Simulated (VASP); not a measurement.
Input of a VASP 6.6.1 run:

File INCAR:

```
PREC = Accurate ; ENCUT = 500
EDIFF = 1E-6 ; ISMEAR = 0
SIGMA = 0.01 ; LREAL = False
LASPH = True ; NELM = 120
ALGO = Normal ; ISIF = 2
LWAVE = False ; LCHARG = True
GGA = PS ; LELF = True
LVHAR = True ; NBANDS = 16
GGA_COMPAT = False
```

Contents of KPOINTS:

```
regular mesh
0
Gamma
  4 4 4
```

File POSCAR:

```
GaP
1.0
    0.0000000000      2.6920326074      2.6920326074
    2.6920326074      0.0000000000      2.6920326074
    2.6920326074      2.6920326074      0.0000000000
Ga P
1 1
Direct
    0.0000000000      0.0000000000      0.0000000000
    0.2500000000      0.2500000000      0.2500000000
```

Potentials or basis: VASP PAW PBE potentials, release 64 (Ga_d, P).

The run is started by

```sh
$ cat potpaw_PBE.64/Ga_d/POTCAR potpaw_PBE.64/P/POTCAR > POTCAR
$ mpirun -np 1 vasp_std > vasp.out
```

Problem. What does it give for the pressure?

Solution. 3.1 GPa.

Problem. What does it give for the band gap on the k mesh?

Solution. 1.41 eV, indirect (least direct gap 2.04 eV).

Caveat: the k points lie up to 0.51 Å⁻¹ apart; the PAW data sets were made with another functional, which shifts forces and pressure a little. A hybrid or GW would open this gap; PBEsol tends to underestimate it.
